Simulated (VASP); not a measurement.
# TaN (R-3m) in VASP: a series of runs, part 2 of 2

VASP 6.6.1.

## (3) Electric field gradients, PBEsol (equal xy, yz and zx shear strains of -2 %)

Contents of INCAR:

```
ALGO = Normal
EDIFF = 1E-8
ENCUT = 520
GGA = PS
GGA_COMPAT = False
ISIF = 2
ISMEAR = -1
LASPH = True
LCHARG = False
LEFG = True
LREAL = False
LWAVE = False
NBANDS = 16
NELM = 120
PREC = Accurate
SIGMA = 0.02
```

Contents of KPOINTS:

```
k-points
0
Gamma
  9 9 9
```

Contents of POSCAR:

```
TaN
1.0
   -0.0435800000      2.1572100000      2.1572100000
    2.1572100000     -0.0435800000      2.1572100000
    2.1572100000      2.1572100000     -0.0435800000
Ta N
1 1
Direct
    0.5000000000      0.5000000000      0.5000000000
    0.0000000000      0.0000000000      0.0000000000
```

Potentials or basis: VASP PAW PBE potentials, release 64 (Ta_sv_GW, N).

The run is started by

```bash
> cat potpaw_PBE.64/Ta_sv_GW/POTCAR potpaw_PBE.64/N/POTCAR > POTCAR
> mpirun -np 1 vasp_std > vasp.out
```

OUTCAR:

```text
EDIFF = 1E-8
   ENCUT = 520
   GGA = PS
   ISIF = 2
   ISMEAR = -1
   LASPH = True
   LREAL = False
   NELM = 120
   PREC = Accurate

 ion  position               nearest neighbor table
   1  0.500  0.500  0.500-   2 2.18   2 2.18   2 2.18   2 2.18   2 2.18   2 2.18
   2  0.000  0.000  0.000-   1 2.18   1 2.18   1 2.18   1 2.18   1 2.18   1 2.18

  LATTYP: Found a trigonal (rhomboedric) cell.
 ALAT       =     3.0510668928
 COS(alpha) =     0.4797000918

  Lattice vectors:

 A1 = (  -0.0435800000,   2.1572100000,   2.1572100000)
 A2 = (   2.1572100000,  -0.0435800000,   2.1572100000)
 A3 = (   2.1572100000,   2.1572100000,  -0.0435800000)

Analysis of symmetry for initial positions (statically):
=====================================================================
 Subroutine PRICEL returns:
 Original cell was already a primitive cell.

 Routine SETGRP: Setting up the symmetry group for a
 trigonal (rhombohedral) supercell.

 Subroutine GETGRP returns: Found 12 space group operations
 (whereof 12 operations were pure point group operations)
 out of a pool of 12 trial point group operations.

The static configuration has the point symmetry D_3d.

Analysis of symmetry for dynamics (positions and initial velocities):
=====================================================================
 Subroutine PRICEL returns:
 Original cell was already a primitive cell.

 Routine SETGRP: Setting up the symmetry group for a
 trigonal (rhombohedral) supercell.

 Subroutine GETGRP returns: Found 12 space group operations
 (whereof 12 operations were pure point group operations)
 out of a pool of 12 trial point group operations.

The dynamic configuration has the point symmetry D_3d.

 Subroutine INISYM returns: Found 12 space group operations
[... 592 lines left out ...]
      3     -21.8932      2.00000
      4     -21.8326      2.00000
      5      -3.6280      2.00000
      6       7.1306      2.00000
[... 8 lines left out ...]
     15      23.4116      0.00000
     16      30.0592      0.00000

 [... further k-points ...]

------------------------ aborting loop because EDIFF is reached ----------------------------------------

  FORCE on cell =-STRESS in cart. coord.  units (eV):
  Direction    XX          YY          ZZ          XY          YZ          ZX
  --------------------------------------------------------------------------------------
  -------------------------------------------------------------------------------------
  Total        0.5591931      0.5591931      0.5591931      0.1120171      0.1120171      0.1120171
  in kB       43.3113686     43.3113686     43.3113686      8.6760942      8.6760942      8.6760942
  external PRESSURE =      43.3113686 kB  Pullay stress =       0.0000000 kB

 VOLUME and BASIS-vectors are now :
 -----------------------------------------------------------------------------
  energy-cutoff  :      520.00
  volume of cell :       20.69
      direct lattice vectors                 reciprocal lattice vectors
    -0.043580000  2.157210000  2.157210000    -0.224872868  0.229509422  0.229509422
     2.157210000 -0.043580000  2.157210000     0.229509422 -0.224872868  0.229509422
     2.157210000  2.157210000 -0.043580000     0.229509422  0.229509422 -0.224872868

 POSITION                                       TOTAL-FORCE (eV/Angst)
 -----------------------------------------------------------------------------------
      2.13542      2.13542      2.13542        -0.000000     -0.000000      0.000000
      0.00000      0.00000      0.00000         0.000000      0.000000     -0.000000
 -----------------------------------------------------------------------------------
    total drift:                                0.000000     -0.000000      0.000000

  FREE ENERGIE OF THE ION-ELECTRON SYSTEM (eV)
  ---------------------------------------------------
  free  energy   TOTEN  =       -25.7496482075 eV

  energy  without entropy=      -25.7487069613  energy(sigma->0) =      -25.74917758

 Electric field gradients (V/A^2)
---------------------------------------------------------------------
 ion       V_xx      V_yy      V_zz      V_xy      V_xz      V_yz
---------------------------------------------------------------------
   1      -0.000    -0.000     0.000     2.382     2.382     2.382
   2      -0.000    -0.000    -0.000    -0.623    -0.623    -0.623
---------------------------------------------------------------------

 Electric field gradients after diagonalization (V/A^2)
 (convention: |V_zz| > |V_xx| > |V_yy|)
----------------------------------------------------------------------
 ion       V_xx      V_yy      V_zz     asymmetry (V_yy - V_xx)/ V_zz
----------------------------------------------------------------------
   1      -2.382    -2.382     4.764       0.000
   2       0.623     0.623    -1.245       0.000
----------------------------------------------------------------------

           NMR quadrupolar parameters

 Cq : quadrupolar parameter    Cq=e*Q*V_zz/h
 eta: asymmetry parameters     (V_yy - V_xx)/ V_zz
 Q  : nuclear electric quadrupole moment in mb (millibarn)
----------------------------------------------------------------------
 ion       Cq(MHz)       eta       Q (mb)
----------------------------------------------------------------------
   1       0.012       0.000       1.000
   2      -0.003       0.000       1.000
----------------------------------------------------------------------
```

OSZICAR:

```text
N       E                     dE             d eps       ncg     rms          rms(c)
DAV:   1     0.988006972435E+02    0.98801E+02   -0.11383E+04  2760   0.115E+03
DAV:   2    -0.249933700660E+02   -0.12379E+03   -0.11919E+03  3952   0.305E+02
DAV:   3    -0.295805154677E+02   -0.45871E+01   -0.45821E+01  3208   0.528E+01
DAV:   4    -0.296860270506E+02   -0.10551E+00   -0.10551E+00  3840   0.540E+00
DAV:   5    -0.296891016639E+02   -0.30746E-02   -0.30746E-02  3272   0.650E-01    0.507E+01
DAV:   6    -0.259074351070E+02    0.37817E+01   -0.80403E+00  3040   0.245E+01    0.470E+01
DAV:   7    -0.257944216489E+02    0.11301E+00   -0.43510E-01  2944   0.556E+00    0.246E+01
DAV:   8    -0.257515059276E+02    0.42916E-01   -0.14052E-01  3272   0.290E+00    0.501E-01
DAV:   9    -0.257497825633E+02    0.17234E-02   -0.49571E-03  3136   0.642E-01    0.263E-01
DAV:  10    -0.257496560310E+02    0.12653E-03   -0.13374E-03  3008   0.361E-01    0.999E-02
DAV:  11    -0.257496632879E+02   -0.72569E-05   -0.91023E-05  3280   0.931E-02    0.588E-02
DAV:  12    -0.257496479094E+02    0.15379E-04   -0.28606E-05  3160   0.493E-02    0.634E-03
DAV:  13    -0.257496482095E+02   -0.30011E-06   -0.27551E-06  3176   0.128E-02    0.170E-02
DAV:  14    -0.257496482075E+02    0.19684E-08   -0.59219E-09  2680   0.647E-04
   1 F= -.25749648E+02 E0= -.25749178E+02  d E =-.941246E-03
```

Run time: 17 s. Hardware: 1 thread of AMD EPYC 9R45 (Zen 5), shared host; peak memory 0.14 GiB.

What came out:

* Free energy: -25.7496 eV
* Pressure: 4.3 GPa
* Band gap on the k mesh: zero (band 9 reaches 15.74 eV, above the bottom of band 10 at 11.70 eV)

Levels at points of the mesh, in eV from the Fermi level:
```
           k point  band 6  band 7  band 8  band 9  band 10  band 11  band 12  band 13
(0.00, 0.00, 0.00)   -3.79   -3.79   -3.63   -2.24    -2.24    -1.75     0.19     0.19
```

Electric field gradients, principal values (V/Å²):
```csv
atom,least,middle,greatest (by size)
1 Ta,-2.382,-2.382,4.764
2 N,0.623,0.623,-1.245
```

Caveat: the cell differs from its parent crystal (equal xy, yz and zx shear strains of -2 %); without QUAD_EFG the Cq values of the log hold for a quadrupole moment of 1 mb, not for the nuclei; the PAW data sets were made with another functional, which shifts forces and pressure a little; spin-orbit coupling is left out, which moves the levels of the heavy elements.
